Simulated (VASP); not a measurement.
Input of a VASP 6.6.1 run:

Contents of INCAR:

```
PREC = Accurate ; ENCUT = 520
EDIFF = 1E-6 ; ISMEAR = -1
SIGMA = 0.05 ; LREAL = False
LASPH = True ; NELM = 100
ALGO = Fast ; ISIF = 2
LWAVE = False ; LCHARG = False
GGA = PS ; NBANDS = 15
```

The input KPOINTS:

```
regular mesh
0
Gamma
  11 11 6
```

The input POSCAR:

```
Os
1.0
    2.7071649374      0.0000000000      0.0000000000
   -1.3535824687      2.3444736080      0.0000000000
    0.0000000000      0.0000000000      4.2830079879
Os
2
Direct
    0.6666666667      0.3333333333      0.7500000000
    0.3333333333      0.6666666667      0.2500000000
```

Potentials or basis: VASP PAW PBE potentials, release 64 (Os).

Launch:

```console
$ cat potpaw_PBE.64/Os/POTCAR > POTCAR
$ mpirun -np 1 vasp_std > vasp.out
```

(1) What does it give for the pressure?

(2) What does it give for the band gap on the k mesh?

## Answers

(1) 10.8 GPa.

(2) zero (bands 8 and 9 overlap by 4.08 eV).

Caveat: the cell stands under pressure; the PAW data sets were made with another functional, which shifts forces and pressure a little; spin-orbit coupling is left out, which moves the levels of the heavy elements.
